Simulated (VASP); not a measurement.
Wanted: the native input for a VASP 6.6.1 run.

```yaml
Task: single point
Functional: PBE
Potentials_or_basis: VASP PAW PBE potentials, release 64 (Rb_sv, Sr_sv, Br)
Cutoff: 520 eV
k_mesh: 4 × 4 × 4
Occupations: fermi-dirac, width 0.02 eV
Spin: no spin polarisation
Dipole_correction: no
Further_INCAR_settings: ALGO = Normal; EDIFF = 1e-06; NBANDS = 28
```

The structure of RbSrBr3 lies in POSCAR:

```
RbSrBr3
1.0
    6.2433788757      0.0000000000      0.0000000000
    0.0000000000      5.9460751198      0.0000000000
    0.0000000000      0.0000000000      5.9460751198
Rb Sr Br
1 1 3
Direct
    0.0000000000      0.0000000000      0.0000000000
    0.5000000000      0.5000000000      0.5000000000
    0.5000000000      0.5000000000      0.0000000000
    0.5000000000      0.0000000000      0.5000000000
    0.0000000000      0.5000000000      0.5000000000
```

This cell differs from its parent crystal: uniaxial x strain +5.0%.

The input as run:

INCAR

```
PREC = Accurate
ENCUT = 520
EDIFF = 1E-6
ISMEAR = -1
SIGMA = 0.02
LREAL = False
LASPH = True
NELM = 60
ALGO = Normal
ISIF = 2
LWAVE = False
LCHARG = False
GGA = PE
NBANDS = 28
```

KPOINTS

```
regular mesh
0
Gamma
  4 4 4
```

Potentials or basis: VASP PAW PBE potentials, release 64 (Rb_sv, Sr_sv, Br).

Run with:

```console
$ cat potpaw_PBE.64/Rb_sv/POTCAR potpaw_PBE.64/Sr_sv/POTCAR potpaw_PBE.64/Br/POTCAR > POTCAR
$ mpirun -np 1 vasp_std > vasp.out
```

It gave:

The pressure is -0.2 GPa and the band gap on the k mesh is 3.80 eV (least direct gap 4.06 eV).

Caveat: the cell differs from its parent crystal (uniaxial x strain +5.0%).

Run time: 2.2 min on 1 thread of Intel Xeon 8259CL, with other jobs on the host, peak memory 0.39 GiB.
